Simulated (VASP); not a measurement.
Write the native input for VASP 6.6.1 that does the following.

```yaml
Task: single point
Functional: PBEsol
Potentials_or_basis: VASP PAW PBE potentials, release 64 (In_d, Ga_d, As)
Cutoff: 520 eV
k_mesh: 12 × 12 × 10
Occupations: gaussian, width 0.1 eV
Spin: no spin polarisation
Dipole_correction: no
Further_INCAR_settings: ALGO = Normal; EDIFF = 1e-07; NBANDS = 26
```

The structure of InGaAs2 lies in POSCAR:

```
InGaAs2
1.0
    4.1023041752      0.0000000000      0.0000000000
    0.0000000000      4.1023041752      0.0000000000
    0.0000000000      0.0000000000      6.0811177704
In Ga As
1 1 2
Direct
    0.0000000000      0.0000000000      0.5000000000
    0.5000000000      0.5000000000      0.0000000000
    0.5000000000      0.0000000000      0.7694912975
    0.0000000000      0.5000000000      0.2305087025
```

This cell differs from its parent crystal: uniaxial strain along c: +3.0 %, then relaxed in part.

One way to write it, as run:

INCAR

```
PREC = Accurate
ENCUT = 520
EDIFF = 1E-7
ISMEAR = 0
SIGMA = 0.1
LREAL = F
LASPH = T
NELM = 100
ALGO = Normal
ISIF = 2
LWAVE = F
LCHARG = T
GGA = PS
LELF = T
LVHAR = T
NBANDS = 26
```

KPOINTS

```
regular mesh
0
Gamma
  12 12 10
```

Potentials or basis: VASP PAW PBE potentials, release 64 (In_d, Ga_d, As).

Launch:

```sh
$ cat potpaw_PBE.64/In_d/POTCAR potpaw_PBE.64/Ga_d/POTCAR potpaw_PBE.64/As/POTCAR > POTCAR
$ mpirun -np 1 vasp_std > vasp.out
```

Results of the run:

| Item | Value |
| --- | --- |
| Pressure | -0.5 GPa |
| Largest force | 0.006 eV/Å |
| Band gap on the k mesh | zero (filled and empty bands touch) |

Caveat: the cell differs from its parent crystal (uniaxial strain along c: +3.0 %, then relaxed in part); semilocal functionals underestimate gaps, and a narrow one can read as zero; the PAW data sets were made with another functional, which shifts forces and pressure a little; spin-orbit coupling is left out, which moves the levels of the heavy elements.

It took 6.4 min on 1 thread of AMD EPYC 7R13 Processor (Zen 3), on a shared host, peak memory 0.53 GiB.
